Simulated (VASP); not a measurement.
The system is TaN.

```xyz
2
Lattice="0.0000 2.1738 2.1738 2.1738 0.0000 2.1738 2.1738 2.1738 0.0000" Properties=species:S:1:pos:R:3 pbc="T T T"
Ta    2.1927    2.1738    2.1927
N    -0.2440    0.0000   -0.2440
```

This cell differs from its parent crystal: mode 4 frozen in at -0.244 Å and mode 6 at -0.244 Å (largest displacements).

Base run:

* Program: VASP 6.6.1
* Functional: LDA
* Potentials or basis: VASP PAW LDA potentials, release 64 (Ta_pv, N)
* Cutoff: 520 eV
* k mesh: 18 × 18 × 18
* Occupations: gaussian, width 0.15 eV
* Spin: no spin polarisation

Its results: band gap on the k mesh zero (band 8 reaches 11.05 eV, above the bottom of band 9 at 8.29 eV); pressure 27.6 GPa; largest force 4.566 eV/Å.

The run is repeated on the same cell with these changes: potentials or basis from VASP PAW LDA potentials, release 64 (Ta_pv, N) to VASP PAW LDA potentials, release 64 (Ta_sv_GW, N); cutoff from 520 eV to 600 eV; further incar settings from ALGO = Normal; EDIFF = 1e-06; NBANDS = 15 to ALGO = Normal; EDIFF = 1e-06; NBANDS = 16; valence electrons from 16 to 18. What comes out?

Band gap on the k mesh zero (band 9 reaches 15.26 eV, above the bottom of band 10 at 12.52 eV); pressure 26.7 GPa; largest force 4.548 eV/Å.

Caveats: spin-orbit coupling is left out, which moves the levels of the heavy elements; forces of over 1 eV/Å act on the atoms, so gaps and moduli don't describe the material at rest.
